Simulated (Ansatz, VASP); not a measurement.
**One calculation of Sr, two programs**

```
Sr
1.0
    -3.68148    3.68148    2.00731
     3.68148   -3.68148    2.00731
     3.68148    3.68148   -2.00731
Sr
2
Direct
  0.00000 0.00000 0.00000
  0.75000 0.25000 0.50000
```

Alike in both runs: task single point; functional PBE; k mesh 8 × 8 × 8; occupations fermi-dirac, width 0.05 eV; no spin polarisation.

|  | VASP | Ansatz |
| --- | --- | --- |
| version | VASP 6.6.1 | Ansatz 0.2.0 |
| potentials or method | VASP PAW PBE potentials, release 64 (Sr_sv) | Ansatz PAW |
| plane-wave cutoff (eV) | 520 | 420 |
| valence electrons in the cell | 20 | 20 |

|  | VASP | Ansatz | Ansatz less VASP |
| --- | --- | --- | --- |
| gap on the k mesh at the Fermi level (eV) | none | none | - |
| pressure (GPa) | 0.2 | 0.2 | 0.00 |
| traceless stress, the component that is largest in VASP (GPa) | -0.34 | -0.34 | +0.003 |

A gap of «none» marks a metal or a gap that the smearing closes. With one functional, cell and mesh, what is left measures potentials, basis and numerics.
